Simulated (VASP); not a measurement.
A run of VASP 6.6.1 is set up as follows.

INCAR

```
  PREC = Accurate
  ENCUT = 520
  EDIFF = 1E-7
  ISMEAR = -1
  SIGMA = 0.05
  LREAL = False
  LASPH = True
  NELM = 100
  ALGO = Normal
  ISIF = 2
  LWAVE = False
  LCHARG = False
  GGA = PE
  NBANDS = 20
```

File KPOINTS:

```
regular mesh
0
Gamma
  8 8 8
```

File POSCAR:

```
WS2
1.0
    0.0000000000      3.0079352200      3.0079352200
    3.0079352200      0.0000000000      3.0079352200
    3.0079352200      3.0079352200      0.0000000000
W S
1 2
Direct
    0.0017990000      0.0128930000      0.0051310000
    0.2443620000      0.2492270000      0.2571790000
    0.7474660000      0.7556630000      0.7482550000
```

Potentials or basis: VASP PAW PBE potentials, release 64 (W_sv, S).

Run with:

```console
$ cat potpaw_PBE.64/W_sv/POTCAR potpaw_PBE.64/S/POTCAR > POTCAR
$ mpirun -np 1 vasp_std > vasp.out
```

(1) Predict the pressure.

(2) Predict the band gap on the k mesh.

(3) What does it give for the largest force?

## Answers

(1) -8.8 GPa.

(2) zero (band 13 reaches 7.55 eV, above the bottom of band 14 at 6.75 eV).

(3) 0.151 eV/Å.

Caveat: the cell differs from its parent crystal (atoms moved at random); spin-orbit coupling is left out, which moves the levels of the heavy elements.
